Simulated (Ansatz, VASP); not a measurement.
One calculation of AlC2, two programs

```
Al C
1.0
     1.28637    0.74268    5.01036
    -1.28637    0.74268    5.01036
     0.00000   -1.48537    5.01036
Al C
1 2
Cartesian
  0.0000 0.0000 0.0000
  0.0000 0.0000 12.6240
  0.0000 0.0000 2.4071
```

Alike in both runs: functional PBE; k mesh 24 × 24 × 24; occupations gaussian, width 0.1 eV; no spin polarisation.

Ansatz relaxed the structure, and its values are those at the end. VASP's run is a single point on that final structure, the one shown.

|  | VASP | Ansatz |
| --- | --- | --- |
| version | VASP 6.6.1 | Ansatz 0.2.0 |
| potentials or method | VASP PAW PBE potentials, release 64 (Al, C), cutoff 520 eV | scalar-relativistic, plane waves, PAW |
| valence electrons in the cell | 11 | 11 |

Ansatz gave:

```
gap on the k mesh at the Fermi level (eV) : none
pressure (GPa)                            : 0.0
rms of the force components (eV/Å)        : 0.000
```

Which values does VASP return?

gap on the k mesh at the Fermi level (eV): none; pressure (GPa): 0.2; rms of the force components (eV/Å): 0.004.

A gap of «none» marks a metal or a gap that the smearing closes. With one functional, cell and mesh, what is left measures potentials, basis and numerics.
